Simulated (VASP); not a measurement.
Write the native input for VASP 6.6.1 that does the following.

* Task: relaxation of cell and atoms
* Functional: PBE
* Potentials or basis: VASP PAW PBE potentials, release 64 (Ti_sv, H)
* Cutoff: 500 eV
* k mesh: 12 × 12 × 14
* Occupations: gaussian, width 0.1 eV
* Spin: no spin polarisation
* Dipole correction: no
* Further INCAR settings: ALGO = Normal; EDIFF = 1e-07; IBRION = 2; EDIFFG = -0.01; NSW = 100; ISIF = 3

The structure of TiH6 lies in POSCAR:

```
TiH6
1.0
    3.8032945581      0.0000000000      0.0000000000
   -1.9016472790      3.2937497054      0.0000000000
    0.0000000000      0.0000000000      2.6935094080
Ti H
1 6
Direct
    0.0000000000      0.0000000000      0.5000000000
    0.5000000000      0.0000000000      0.5000000000
    0.0000000000      0.5000000000      0.5000000000
    0.5000000000      0.5000000000      0.5000000000
    0.5000000000      0.0000000000      0.0000000000
    0.0000000000      0.5000000000      0.0000000000
    0.5000000000      0.5000000000      0.0000000000
```

The cell was built from a structure type or drawn by symmetry, and may not be a known phase.

One way to write it, as run:

INCAR

```
ALGO = Normal
EDIFF = 1E-7
EDIFFG = -0.01
ENCUT = 500
GGA = PE
GGA_COMPAT = F
IBRION = 2
ISIF = 3
ISMEAR = 0
LASPH = T
LCHARG = F
LREAL = F
LWAVE = F
NELM = 120
NELMIN = 4
NSW = 100
PREC = Accurate
SIGMA = 0.1
```

KPOINTS

```
k-points
0
Gamma
  12 12 14
```

Potentials or basis: VASP PAW PBE potentials, release 64 (Ti_sv, H).

Run with:

```console
$ cat potpaw_PBE.64/Ti_sv/POTCAR potpaw_PBE.64/H/POTCAR > POTCAR
$ mpirun -np 1 vasp_std > vasp.out
```

It gave:

```
Relaxed volume                        : 4.79 Å³/atom
Relaxed cell                          : a = 3.786 Å, b = 3.786 Å, c = 2.701 Å, α = 90.00°, β = 90.00°, γ = 120.00°
Space group after relaxing (to 0.1 Å) : P6/mmm (No. 191)
Energy gained by relaxing             : 0.3 meV/atom
Ionic steps                           : 3
Pressure after relaxing               : 0.0 GPa
Band gap on the k mesh                : zero (bands 9 and 10 overlap by 4.28 eV)
```

It took 110 s on 1 thread of Intel(R) Xeon(R) Platinum 8488C (Sapphire Rapids), with other jobs on the host, peak memory 0.19 GiB.
